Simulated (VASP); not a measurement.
Input of a VASP 6.6.1 run:

The input INCAR:

```
SYSTEM = Hg
  PREC = Accurate
  ENCUT = 520
  EDIFF = 1E-6
  ISMEAR = 0
  SIGMA = 0.15
  LREAL = .FALSE.
  LASPH = .TRUE.
  NELM = 100
  ALGO = Fast
  ISIF = 2
  LWAVE = .FALSE.
  LCHARG = .FALSE.
  GGA = PE
  NBANDS = 12
```

KPOINTS

```
Automatic mesh
0
G
  18 18 18
  0 0 0
```

File POSCAR:

```
Hg
1.0
    1.7300004553      0.9988162286      2.0552800000
   -1.7300004553      0.9988162286      2.0552800000
    0.0000000000     -1.9976324571      2.0552800000
Hg
1
Direct
    0.0000000000      0.0000000000      0.0000000000
```

Potentials or basis: VASP PAW PBE potentials, release 64 (Hg).

Command:

```console
$ cat potpaw_PBE.64/Hg/POTCAR > POTCAR
$ mpirun -np 1 vasp_std > vasp.out
```

Problem. Estimate the band gap on the k mesh.

Solution. Zero (bands 6 and 7 overlap by 3.95 eV).

Problem. What does it give for the pressure?

Solution. 15.2 GPa.

Stress tensor (GPa, compression positive):
```
13.50  0.00  0.00
 0.00 13.50  0.00
 0.00  0.00 18.57
```

Caveat: the cell differs from its parent crystal (strain +0.000 along x and y, -0.080 along z); the stress differs along the axes, from 13 to 19 GPa; spin-orbit coupling is left out, which moves the levels of the heavy elements.
